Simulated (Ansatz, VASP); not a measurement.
# Two plane-wave programs on Ca

The input INCAR:

```
PREC = Accurate ; ENCUT = 520
EDIFF = 1E-6 ; ISMEAR = -1
SIGMA = 0.1 ; LREAL = F
LASPH = T ; NELM = 60
ALGO = Normal ; ISIF = 2
LWAVE = F ; LCHARG = F
GGA = RE ; NBANDS = 17
```

File KPOINTS:

```
Automatic mesh
0
Gamma
  10 10 6
```

POSCAR

```
Ca
1.0
    4.0133296822      0.0000000000      0.0000000000
   -2.0066648411      3.4756454586      0.0000000000
    0.0000000000      0.0000000000      6.5900609973
Ca
2
Direct
    0.3333333333      0.6666666667      0.2500000000
    0.6666666667      0.3333333333      0.7500000000
```

Input for Ansatz:

```yaml
crystal:
  lattice:
    - [4.0133296822, 0.0, 0.0]
    - [-2.0066648411, 3.4756454586, 0.0]
    - [0.0, 0.0, 6.5900609973]
  atoms:
    - { symbol: Ca, position: [0.3333333333, 0.6666666667, 0.25] }
    - { symbol: Ca, position: [0.6666666667, 0.3333333333, 0.75] }
hamiltonian:
  xc: revpbe
  pseudopotentials:
    kind: paw
    azcp:
      Ca: "pseudopotentials/Ca.paw.azcp"
basis:
  ecutwfc: 420
  fft_grid_basis: typed
kpoints:
  mp_grid: { grid: [10, 10, 6], shift: [0, 0, 0] }
magnetization:
  spin_polarized: false
scf:
  occupations: { method: fermi_dirac, width: 0.1 }
  lower_state_search: "off"
output:
  stress: true
```

Alike in both runs: task single point; functional revPBE; k mesh 10 × 10 × 6; occupations fermi-dirac, width 0.1 eV; no spin polarisation.

|  | VASP | Ansatz |
| --- | --- | --- |
| version | VASP 6.6.1 | Ansatz 0.2.0 |
| potentials or method | VASP PAW PBE potentials, release 64 (Ca_sv), cutoff 520 eV | plane waves (420 eV) with PAW, scalar-relativistic |
| valence electrons in the cell | 20 | 20 |

```tsv
	VASP	Ansatz	Ansatz less VASP
pressure (GPa)	-0.6	-0.6	-0.01
```

VASP's potentials were made for PBE, not for revPBE. The functional is the same, so the differences come from potentials, cutoffs and numerics.
